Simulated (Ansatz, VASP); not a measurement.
# One calculation of LaPd2, two programs

INCAR

```
SYSTEM = LaPd2
ALGO = Fast ; EDIFF = 1E-7
EDIFFG = -0.01 ; ENCUT = 600
IBRION = 2 ; ISIF = 3
ISMEAR = -1 ; LASPH = .TRUE.
LCHARG = .FALSE. ; LREAL = .FALSE.
LWAVE = .FALSE. ; NELM = 100
NSW = 60 ; PREC = Accurate
SIGMA = 0.05
```

KPOINTS

```
k-points
0
G
  9 9 9
  0 0 0
```

POSCAR

```
LaPd2
1.0
   -2.0038740000      2.0038740000      4.4717310000
    2.0038740000     -2.0038740000      4.4717310000
    2.0038740000      2.0038740000     -4.4717310000
La Pd
1 2
Direct
    0.0000000000      0.0000000000      0.0000000000
    0.2500000000      0.7500000000      0.5000000000
    0.7500000000      0.2500000000      0.5000000000
```

Contents of input.yaml:

```yaml
crystal:
  lattice:
    - [-2.003874, 2.003874, 4.471731]
    - [2.003874, -2.003874, 4.471731]
    - [2.003874, 2.003874, -4.471731]
  atoms:
    - { symbol: La, position: [0.0, 0.0, 0.0] }
    - { symbol: Pd, position: [0.25, 0.75, 0.5] }
    - { symbol: Pd, position: [0.75, 0.25, 0.5] }
hamiltonian:
  xc: lda
  pseudopotentials: { kind: paw }
kpoints:
  mp_grid: { grid: [9, 9, 9] }
scf:
  occupations: { method: fermi_dirac, width: 0.05 }
output:
  forces: true
  stress: true
  eigenvalues: true
relax:
  f_tol: 0.01
  max_steps: 40
  cell: { stress_tol: 0.05 }
```

Alike in both runs: task relaxation of cell and atoms; functional LDA; k mesh 9 × 9 × 9; occupations fermi-dirac, width 0.05 eV; no spin polarisation.

|  | VASP | Ansatz |
| --- | --- | --- |
| version | VASP 6.6.1 | Ansatz 0.2.0 |
| potentials or method | VASP PAW LDA potentials, release 64 (La, Pd) | Ansatz PAW |
| plane-wave cutoff (eV) | 600 | 420 |
| valence electrons in the cell | 31 | 47 |

VASP gave:

| Item | Value |
| --- | --- |
| gap on the k mesh at the Fermi level, each at its own relaxed structure (eV) | none |
| relaxed volume (Å³/atom) | 21.81 |
| relaxed cell length with the largest relative difference (Å) | 5.154 |

Question: What did Ansatz give for the same quantities?

Answer: gap on the k mesh at the Fermi level, each at its own relaxed structure (eV): none; relaxed volume (Å³/atom): 21.77; relaxed cell length with the largest relative difference (Å): 5.152.

LDA's correlation is that of Perdew and Zunger in VASP and of Perdew and Wang (1992) in Ansatz. A gap of «none» marks a metal or a gap that the smearing closes. VASP's potentials hold 31 valence electrons a cell and Ansatz's 47, so a difference there can come from the potentials and not from the codes.

Neither program's run includes spin-orbit coupling. Noted on Ansatz's run: the plane-wave basis is chosen anew once the cell has moved, so the energies of steps on either side of that aren't comparable.
